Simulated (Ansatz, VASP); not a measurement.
## BN: VASP beside Ansatz

File POSCAR:

```
BN
1.0
    0.0000000000      1.8048254656      1.8048254656
    1.8048254656      0.0000000000      1.8048254656
    1.8048254656      1.8048254656      0.0000000000
B N
1 1
Direct
    0.0000000000      0.0000000000      0.0000000000
    0.2500000000      0.2500000000      0.2500000000
```

The input INCAR.step1:

```
PREC = Accurate
ENCUT = 520
EDIFF = 1E-5
ISMEAR = 0
SIGMA = 0.01
LREAL = F
LASPH = T
NELM = 60
ALGO = Normal
ISIF = 2
LWAVE = T
NBANDS = 11
GGA = PE
```

Contents of INCAR.step2:

```
PREC = Accurate
ENCUT = 520
EDIFF = 1E-6
ISMEAR = 0
SIGMA = 0.01
LREAL = F
LASPH = T
NELM = 60
ALGO = Normal
ISIF = 2
LWAVE = F
LCHARG = T
GGA = PE
LHFCALC = T
HFSCREEN = 0.2079
PRECFOCK = Normal
LELF = T
LVHAR = T
NBANDS = 11
ISTART = 1
```

KPOINTS

```
Automatic mesh
0
Gamma
  8 8 8
```

Input for Ansatz:

```yaml
crystal:
  lattice:
    - [0.0, 1.8048254656, 1.8048254656]
    - [1.8048254656, 0.0, 1.8048254656]
    - [1.8048254656, 1.8048254656, 0.0]
  atoms:
    - { symbol: B, position: [0.0, 0.0, 0.0] }
    - { symbol: "N", position: [0.25, 0.25, 0.25] }
kpoints:
  mp_grid: { grid: [8, 8, 8] }
  band_path:
    path:
      - [0.0, 0.0, 0.0]
      - [-0.5, -0.5, 0.0]
      - [-0.375, -0.375, 0.25]
      - [-0.375, 0.0, 0.375]
      - [0.0, 0.0, 0.5]
      - [-0.5, -0.25, 0.25]
      - [0.0, 0.5, 0.5]
    npoints: 1
hamiltonian:
  xc: hse06
scf:
  occupations: { method: fixed }
  n_extra_bands: 4
output:
  forces: true
  stress: true
  eigenvalues: true
```

Alike in both runs: task single point; functional HSE06; k mesh 8 × 8 × 8; no spin polarisation.

|  | VASP | Ansatz |
| --- | --- | --- |
| version | VASP 6.6.1 | Ansatz 0.2.0 |
| potentials or method | VASP PAW PBE potentials, release 64 (B, N) | plane waves, PAW |
| plane-wave cutoff (eV) | 520 | 420 |
| occupations | gaussian, width 0.01 eV | fixed |
| valence electrons in the cell | 8 | 8 |

```csv
,VASP,Ansatz,Ansatz less VASP
gap on the k mesh at the Fermi level (eV),5.78,5.79,+0.015
pressure (GPa),-3.9,-4.4,-0.49
```

Ansatz's warnings: stress exchange threshold loose, stress scf threshold loose.
